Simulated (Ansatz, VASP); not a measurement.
**Two plane-wave programs on BiTe**

```
Bi Te
1.0
     2.42271    1.39875    3.31729
    -2.42271    1.39875    3.31729
     0.00000   -2.79750    3.31729
Bi Te
1 1
Cartesian
  0.0000 0.0000 4.9759
  0.0000 -0.0645 -0.0382
```

Change from the starting cell: all Te atoms moved +0.075 Å, as atom 2 towards its neighbour atom 1 (Bi) at 3.252 Å.

Alike in both runs: task single point; functional PBE; k mesh 12 × 12 × 12; occupations gaussian, width 0.15 eV; no spin polarisation.

```csv
,VASP,Ansatz
version,VASP 6.6.1,Ansatz 0.2.0
potentials or method,"VASP PAW PBE potentials, release 64 (Bi_d, Te), cutoff 520 eV","scalar-relativistic, plane waves, PAW"
valence electrons in the cell,21,31
```

|  | VASP | Ansatz | Ansatz less VASP |
| --- | --- | --- | --- |
| gap on the k mesh at the Fermi level (eV) | none | none | - |
| pressure (GPa) | 0.0 | 0.1 | +0.05 |
| traceless stress, the component that is largest in VASP (GPa) | 0.08 | 0.08 | 0.000 |
| rms of the force components (eV/Å) | 0.087 | 0.087 | -0.0006 |

Atom by atom the forces differ by 0.001 eV/Å (rms over components). A gap of «none» marks a metal or a gap that the smearing closes. VASP's potentials hold 21 valence electrons a cell and Ansatz's 31, so a difference there can come from the potentials and not from the codes.

Neither program's run includes spin-orbit coupling.
